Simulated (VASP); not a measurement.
Write the native input for VASP 6.6.1 that does the following.

- Task: single point
- Functional: PBEsol
- Potentials or basis: VASP PAW PBE potentials, release 64 (In_d, Sb)
- Cutoff: 520 eV
- k mesh: 5 × 5 × 3
- Occupations: fermi-dirac, width 0.02 eV
- Spin: no spin polarisation
- Dipole correction: no
- Further INCAR settings: ALGO = Normal; EDIFF = 1e-07; NBANDS = 40

The structure of In2Sb lies in POSCAR:

```
In2Sb
1.0
    5.3216292139      0.0000000000      0.0000000000
   -2.6608146070      4.6086660888      0.0000000000
    0.0000000000      0.0000000000      6.4084614911
In Sb
4 2
Direct
    0.6666666667      0.3333333333      0.2500000000
    0.3333333333      0.6666666667      0.7500000000
    0.0000000000      0.0000000000      0.5000000000
    0.0000000000      0.0000000000      0.0000000000
    0.6666666667      0.3333333333      0.7500000000
    0.3333333333      0.6666666667      0.2500000000
```

These files were run (other wordings do the same):

INCAR

```
SYSTEM = In2Sb
  ALGO = Normal
  EDIFF = 1E-7
  ENCUT = 520
  GGA = PS
  ISIF = 2
  ISMEAR = -1
  LASPH = .TRUE.
  LCHARG = .FALSE.
  LREAL = .FALSE.
  LWAVE = .FALSE.
  NBANDS = 40
  NELM = 100
  PREC = Accurate
  SIGMA = 0.02
```

KPOINTS

```
k-points
0
G
  5 5 3
  0 0 0
```

Potentials or basis: VASP PAW PBE potentials, release 64 (In_d, Sb).

The run is started by

```console
$ cat potpaw_PBE.64/In_d/POTCAR potpaw_PBE.64/Sb/POTCAR > POTCAR
$ mpirun -np 1 vasp_std > vasp.out
```

It gave:

```
Pressure               : 0.0 GPa
Band gap on the k mesh : zero (bands 31 and 32 overlap by 1.36 eV)
```

Caveat: the PAW data sets were made with another functional, which shifts forces and pressure a little; spin-orbit coupling is left out, which moves the levels of the heavy elements.

Run time: 41 s on 1 thread of AMD EPYC 9R45 (Zen 5) (shared host), peak memory 0.24 GiB.
